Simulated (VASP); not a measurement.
# Si3Ni11 in VASP: single point with PBEsol

Aim: the single point of Si3Ni11 with PBEsol.

All numbers are computed with VASP 6.6.1; they aren't measurements. Logs are shortened: lines on timing, memory, paths and dates and some standing lists are left out, and cuts for length are marked.

## (1) The cell of the first run

The cell holds a slab with vacuum, 14 atoms: a = 3.461 Å, b = 3.461 Å, c = 27.384 Å, α = 90.00°, β = 90.00°, γ = 90.00°.

## (2) Single point, PBEsol

INCAR reads:

```
ALGO = Normal
DIPOL = 0.5 0.5 0.500
EDIFF = 1E-7
ENCUT = 520
GGA = PS
IDIPOL = 3
ISIF = 2
ISMEAR = 0
LASPH = T
LCHARG = F
LDIPOL = T
LREAL = F
LWAVE = F
NBANDS = 74
NELM = 100
PREC = Accurate
SIGMA = 0.1
```

KPOINTS reads:

```
k-points
0
Gamma
  8 8 1
```

POSCAR reads:

```
Si3Ni11
1.0
    3.4612457561      0.0000000000      0.0000000000
    0.0000000000      3.4612457561      0.0000000000
    0.0000000000      0.0000000000     27.3837372682
Ni Si
11 3
Direct
    0.0000000000      0.5000000000      0.3104032118
    0.5000000000      0.0000000000      0.3104032118
    0.5000000000      0.5000000000      0.3736021412
    0.0000000000      0.5000000000      0.4368010706
    0.5000000000      0.0000000000      0.4368010706
    0.5000000000      0.5000000000      0.4999630910
    0.0000000000      0.5000000000      0.5632040333
    0.5000000000      0.0000000000      0.5632040333
    0.5000000000      0.5000000000      0.6257461398
    0.0000000000      0.5000000000      0.6861950651
    0.5000000000      0.0000000000      0.6861950651
    0.0000000000      0.0000000000      0.3736021412
    0.0000000000      0.0000000000      0.5001845263
    0.0000000000      0.0000000000      0.6274546593
```

Potentials or basis: VASP PAW PBE potentials, release 64 (Ni, Si).

The run is started by

```
> cat potpaw_PBE.64/Ni/POTCAR potpaw_PBE.64/Si/POTCAR > POTCAR
> mpirun -np 1 vasp_std > vasp.out
```

OUTCAR:

```text
EDIFF = 1E-7
   ENCUT = 520
   GGA = PS
   ISIF = 2
   ISMEAR = 0
   LASPH = T
   LREAL = F
   NELM = 100
   PREC = Accurate

 ion  position               nearest neighbor table
   1  0.000  0.500  0.310-   2 2.45   2 2.45   2 2.45   2 2.45  12 2.45  12 2.45   3 2.45   3 2.45

   2  0.500  0.000  0.310-   1 2.45   1 2.45   1 2.45   1 2.45   3 2.45  12 2.45  12 2.45   3 2.45

   3  0.500  0.500  0.374-  12 2.45  12 2.45  12 2.45  12 2.45   5 2.45   4 2.45   4 2.45   5 2.45
                             1 2.45   2 2.45   2 2.45   1 2.45
   4  0.000  0.500  0.437-   6 2.45   6 2.45   5 2.45   5 2.45   5 2.45   5 2.45   3 2.45  12 2.45
                             3 2.45  12 2.45  13 2.45  13 2.45
   5  0.500  0.000  0.437-   6 2.45   6 2.45   4 2.45   4 2.45   4 2.45   4 2.45  12 2.45   3 2.45
                            12 2.45   3 2.45  13 2.45  13 2.45
   6  0.500  0.500  0.500-   4 2.45   5 2.45   5 2.45   4 2.45  13 2.45  13 2.45  13 2.45  13 2.45
                             8 2.45   7 2.45   8 2.45   7 2.45
   7  0.000  0.500  0.563-   9 2.43   9 2.43  13 2.44  13 2.44   8 2.45   8 2.45   8 2.45   8 2.45
                             6 2.45   6 2.45  14 2.47  14 2.47
   8  0.500  0.000  0.563-   9 2.43   9 2.43  13 2.44  13 2.44   7 2.45   7 2.45   7 2.45   7 2.45
                             6 2.45   6 2.45  14 2.47  14 2.47
   9  0.500  0.500  0.626-  10 2.39  11 2.39  11 2.39  10 2.39   8 2.43   7 2.43   7 2.43   8 2.43
                            14 2.45  14 2.45  14 2.45  14 2.45
  10  0.000  0.500  0.686-  14 2.36  14 2.36   9 2.39   9 2.39  11 2.45  11 2.45  11 2.45  11 2.45

  11  0.500  0.000  0.686-  14 2.36  14 2.36   9 2.39   9 2.39  10 2.45  10 2.45  10 2.45  10 2.45

  12  0.000  0.000  0.374-   3 2.45   3 2.45   3 2.45   3 2.45   4 2.45   5 2.45   5 2.45   4 2.45
                             2 2.45   1 2.45   2 2.45   1 2.45
  13  0.000  0.000  0.500-   7 2.44   8 2.44   7 2.44   8 2.44   6 2.45   6 2.45   6 2.45   6 2.45
                             5 2.45   4 2.45   5 2.45   4 2.45
  14  0.000  0.000  0.627-  10 2.36  11 2.36  10 2.36  11 2.36   9 2.45   9 2.45   9 2.45   9 2.45
                             8 2.47   7 2.47   8 2.47   7 2.47

  LATTYP: Found a simple tetragonal cell.
 ALAT       =     3.4612457561
 C/A-ratio  =     7.9115264266

  Lattice vectors:

 A1 = (   3.4612457561,   0.0000000000,   0.0000000000)
 A2 = (   0.0000000000,   3.4612457561,   0.0000000000)
 A3 = (   0.0000000000,   0.0000000000,  27.3837372682)

Analysis of symmetry for initial positions (statically):
=====================================================================
 Subroutine PRICEL returns:
 Original cell was already a primitive cell.

 Routine SETGRP: Setting up the symmetry group for a
 simple tetragonal supercell.

 Subroutine GETGRP returns: Found  8 space group operations
 (whereof  8 operations were pure point group operations)
 out of a pool of 16 trial point group operations.

The static configuration has the point symmetry C_4v.

Analysis of symmetry for dynamics (positions and initial velocities):
=====================================================================
 Subroutine PRICEL returns:
 Original cell was already a primitive cell.

 Routine SETGRP: Setting up the symmetry group for a
 simple tetragonal supercell.

 Subroutine GETGRP returns: Found  8 space group operations
 (whereof  8 operations were pure point group operations)
 out of a pool of 16 trial point group operations.

The dynamic configuration has the point symmetry C_4v.

 Subroutine INISYM returns: Found  8 space group operations
 (whereof  8 operations are pure point group operations),
 and found     1 'primitive' translations

----------------------------------------------------------------------------------------

                                     Primitive cell

  volume of cell :     328.0633

  direct lattice vectors                    reciprocal lattice vectors
     3.461245756  0.000000000  0.000000000     0.288913319  0.000000000  0.000000000
     0.000000000  3.461245756  0.000000000     0.000000000  0.288913319  0.000000000
     0.000000000  0.000000000 27.383737268     0.000000000  0.000000000  0.036518025

  length of vectors
     3.461245756  3.461245756 27.383737268     0.288913319  0.288913319  0.036518025

  position of ions in fractional coordinates (direct lattice)
     0.000000000  0.500000000  0.310403212
     0.500000000  0.000000000  0.310403212
     0.500000000  0.500000000  0.373602141
     0.000000000  0.500000000  0.436801071
     0.500000000  0.000000000  0.436801071
     0.500000000  0.500000000  0.499963091
     0.000000000  0.500000000  0.563204033
     0.500000000  0.000000000  0.563204033
     0.500000000  0.500000000  0.625746140
     0.000000000  0.500000000  0.686195065
     0.500000000  0.000000000  0.686195065
     0.000000000  0.000000000  0.373602141
     0.000000000  0.000000000  0.500184526
     0.000000000  0.000000000  0.627454659

  ion indices of the primitive-cell ions
   primitive index   ion index
                 1           1
                 2           2
                 3           3
                 4           4
                 5           5
                 6           6
                 7           7
                 8           8
                 9           9
                10          10
                11          11
                12          12
                13          13
                14          14

----------------------------------------------------------------------------------------

 KPOINTS: k-points

Automatic generation of k-mesh.
 Grid dimensions read from file:
 generate k-points for:    8    8    1

 Generating k-lattice:

  Cartesian coordinates                     Fractional coordinates (reciprocal lattice)
     0.036114165  0.000000000  0.000000000     0.125000000  0.000000000  0.000000000
     0.000000000  0.036114165  0.000000000     0.000000000  0.125000000  0.000000000
     0.000000000  0.000000000  0.036518025     0.000000000  0.000000000  1.000000000

  Length of vectors
     0.036114165  0.036114165  0.036518025

  Shift w.r.t. Gamma in fractional coordinates (k-lattice)
     0.000000000  0.000000000  0.000000000

 Subroutine IBZKPT returns following result:
 ===========================================

 Found     15 irreducible k-points:

 Following reciprocal coordinates:
            Coordinates               Weight
  0.000000  0.000000  0.000000      1.000000
  0.125000  0.000000  0.000000      4.000000
  0.250000  0.000000  0.000000      4.000000
  0.375000  0.000000  0.000000      4.000000
  0.500000  0.000000  0.000000      2.000000
  0.125000  0.125000  0.000000      4.000000
  0.250000  0.125000  0.000000      8.000000
  0.375000  0.125000  0.000000      8.000000
  0.500000  0.125000  0.000000      4.000000
  0.250000  0.250000  0.000000      4.000000
  0.375000  0.250000  0.000000      8.000000
  0.500000  0.250000  0.000000      4.000000
  0.375000  0.375000  0.000000      4.000000
  0.500000  0.375000  0.000000      4.000000
  0.500000  0.500000  0.000000      1.000000
   k-points           NKPTS =     15   k-points in BZ     NKDIM =     15   number of bands    NBANDS=     74
   number of dos      NEDOS =    301   number of ions     NIONS =     14
   total plane-waves  NPLWV = 164640
   dimension x,y,z NGX =    28 NGY =   28 NGZ =  210
   dimension x,y,z NGXF=    56 NGYF=   56 NGZF=  420
   ions per type =              11   3
   NGX,Y,Z   is equivalent  to a cutoff of  13.45, 13.45, 12.75 a.u.
   NGXF,Y,Z  is equivalent  to a cutoff of  26.90, 26.90, 25.50 a.u.
 SYSTEM =  unknown system
   PREC   = accura    normal or accurate (medium, high low for compatibility)
   ISTART =      0    job   : 0-new  1-cont  2-samecut
   ICHARG =      2    charge: 1-file 2-atom 10-const
   ISPIN  =      1    spin polarized calculation?
   LNONCOLLINEAR =      F non collinear calculations
   LSORBIT =      F    spin-orbit coupling
   LASPH  =      T    aspherical Exc in radial PAW
   ENCUT  =  520.0 eV  38.22 Ry    6.18 a.u.   6.44  6.44 50.92*2*pi/ulx,y,z
   NELM   =    100;   NELMIN=  2; NELMDL= -5     # of ELM steps
   EDIFF  = 0.1E-06   stopping-criterion for ELM
   LREAL  =      F    real-space projection
   EDIFFG = 0.1E-05   stopping-criterion for IOM
   NSW    =      0    number of steps for IOM
   IBRION =     -1    ionic relax: 0-MD 1-quasi-New 2-CG
   NFREE  =      0    steps in history (QN), initial steepest desc. (CG)
   ISIF   =      2    stress and relaxation
   ISYM   =      2    0-nonsym 1-usesym 2-fastsym
   POTIM  = 0.5000    time-step for ionic-motion
   TEBEG  =    0.0;   TEEND  =   0.0 temperature during run
   PSTRESS=    0.0 pullay stress
   NELECT =     122.0000    total number of electrons
   NUPDOWN=      -1.0000    fix difference up-down
   EMIN   =  10.00;   EMAX   =-10.00  energy-range for DOS
   EFERMI =   0.00;   METHOD = LEGACY
   ISMEAR =     0;   SIGMA  =   0.10  broadening in eV -4-tet -1-fermi 0-gaus
   EFERMI_NEDOS =   21; number of points for ismear=-14 and -15
   IALGO  =     38    algorithm
   IMIX   =      4    mixing-type and parameters
     AMIX     =   0.40;   BMIX     =  1.00
     AMIX_MAG =   1.60;   BMIX_MAG =  1.00
  volume/ion in A,a.u.               =      23.43       158.13
  Fermi-wavevector in a.u.,A,eV,Ry     =   1.177269  2.224715 18.857150  1.385961
  Thomas-Fermi vector in A             =   2.313618
   LORBIT       =      0    0 simple, 1 ext, 2 COOP (PROOUT), +10 PAW based schemes
   GGA     = PS    functional components
   LHFCALC =     F    Hartree Fock is set to
   AEXX    =    0.0000 exact exchange contribution
   IVDW    =     0    specifies the selected vdW correction
   LEPSILON=     F    determine dielectric tensor
   LRPA    =     F    only Hartree local field effects (RPA)
 non-spin polarized calculation
 Gauss-broadening in eV      SIGMA  =   0.10
  energy-cutoff  :      520.00
  volume of cell :      328.06
 maximum number of plane-waves:      8925
 NGX is ok and might be reduce to    28
   NGX = 13   NGY = 13   NGZ =101

 dipolmoment           0.000000      0.000000      0.000592 electrons x Angstroem

 number of electron     121.9999923 magnetization

 dipolmoment           0.000000      0.000000     -0.004374 electrons x Angstroem

 Free energy of the ion-electron system (eV)
  ---------------------------------------------------
  ext. energy  EPLUGINS =         0.00000000
  ---------------------------------------------------
  free energy    TOTEN  =       -86.89426248 eV

  energy without entropy =      -86.80212022  energy(sigma->0) =      -86.84819135

 E-fermi :   2.0476     XC(G=0):  -6.6738

 val. band max:        2.0422309128   @ k =   0.2500   0.1250   0.0000
 cond. band min:       2.0501361092   @ k =   0.0000   0.0000   0.0000
 fundamental gap:      0.0079051964
 Fermi energy:         2.0475581867

 k-point     1 :       0.0000    0.0000    0.0000
  band No.  band energies     occupation
      1      -9.9450      2.00000
      2      -9.3362      2.00000
      3      -8.5020      2.00000
      4      -5.4292      2.00000
      5      -4.1507      2.00000
      6      -2.9540      2.00000
[... 65 lines left out ...]
     72       7.5216      0.00000
     73       7.6604      0.00000
[... 1062 lines left out ...]
     72       6.3173      0.00000
     73       6.3173      0.00000
 [bands above 73 left out]

------------------------ aborting loop because EDIFF is reached ----------------------------------------

 vacuum level on the upper side and lower side of the slab       (xc-potential included)        -0.040         0.025

  FORCE on cell =-STRESS in cart. coord.  units (eV):
  Direction    XX          YY          ZZ          XY          YZ          ZX
  --------------------------------------------------------------------------------------
  -------------------------------------------------------------------------------------
  Total       -2.4794162     -2.4794162     -1.8656895      0.0000000      0.0000000      0.0000000
  in kB      -12.1088368    -12.1088368     -9.1115521      0.0000000      0.0000000      0.0000000
  external PRESSURE =     -11.1097419 kB  Pullay stress =       0.0000000 kB

 VOLUME and BASIS-vectors are now :
 -----------------------------------------------------------------------------
  energy-cutoff  :      520.00
  volume of cell :      328.06
      direct lattice vectors                 reciprocal lattice vectors
     3.461245756  0.000000000  0.000000000     0.288913319  0.000000000  0.000000000
     0.000000000  3.461245756  0.000000000     0.000000000  0.288913319  0.000000000
     0.000000000  0.000000000 27.383737268     0.000000000  0.000000000  0.036518025

 POSITION                                       TOTAL-FORCE (eV/Angst)
 -----------------------------------------------------------------------------------
      0.00000      1.73062      8.50000        -0.000000     -0.000000      0.542151
      1.73062      0.00000      8.50000        -0.000000      0.000000      0.542151
      1.73062      1.73062     10.23062        -0.000000      0.000000     -0.401173
      0.00000      1.73062     11.96125        -0.000000      0.000000     -0.029578
      1.73062      0.00000     11.96125        -0.000000      0.000000     -0.029578
      1.73062      1.73062     13.69086        -0.000000      0.000000     -0.001093
      0.00000      1.73062     15.42263        -0.000000     -0.000000      0.001990
      1.73062      0.00000     15.42263        -0.000000      0.000000      0.001990
      1.73062      1.73062     17.13527        -0.000000      0.000000     -0.008917
      0.00000      1.73062     18.79059        -0.000000      0.000000      0.021439
      1.73062      0.00000     18.79059        -0.000000      0.000000      0.021439
      0.00000      0.00000     10.23062         0.000000      0.000000     -0.635156
      0.00000      0.00000     13.69692        -0.000000      0.000000     -0.000812
      0.00000      0.00000     17.18205         0.000000      0.000000     -0.024854
 -----------------------------------------------------------------------------------
    total drift:                                0.000000      0.000000      0.001331

  FREE ENERGIE OF THE ION-ELECTRON SYSTEM (eV)
  ---------------------------------------------------
  free  energy   TOTEN  =       -86.8942624801 eV

  energy  without entropy=      -86.8021202177  energy(sigma->0) =      -86.84819135

 vacuum level on the upper side and lower side of the slab         7.041         7.105
```

Run time: 18 min. Hardware: 1 thread of AMD EPYC 9R45 (Zen 5), shared host; peak memory 0.54 GiB.

What came out:

| Item | Value |
| --- | --- |
| Free energy | -86.8943 eV |
| Largest force | 0.635 eV/Å |
| Band gap on the k mesh | zero (band 61 reaches 2.29 eV, above the bottom of band 62 at 1.89 eV) |

Forces on the atoms (eV/Å):
```
Ni   0.000  0.000  0.542
Ni   0.000  0.000  0.542
Ni   0.000  0.000 -0.401
Ni   0.000  0.000 -0.030
Ni   0.000  0.000 -0.030
Ni   0.000  0.000 -0.001
Ni   0.000  0.000  0.002
Ni   0.000  0.000  0.002
Ni   0.000  0.000 -0.009
Ni   0.000  0.000  0.021
Ni   0.000  0.000  0.021
Si   0.000  0.000 -0.635
Si   0.000  0.000 -0.001
Si   0.000  0.000 -0.025
```

Caveat: the PAW data sets were made with another functional, which shifts forces and pressure a little. Spin polarisation is off, so any magnetic state and its effect on volume and gap are missing.
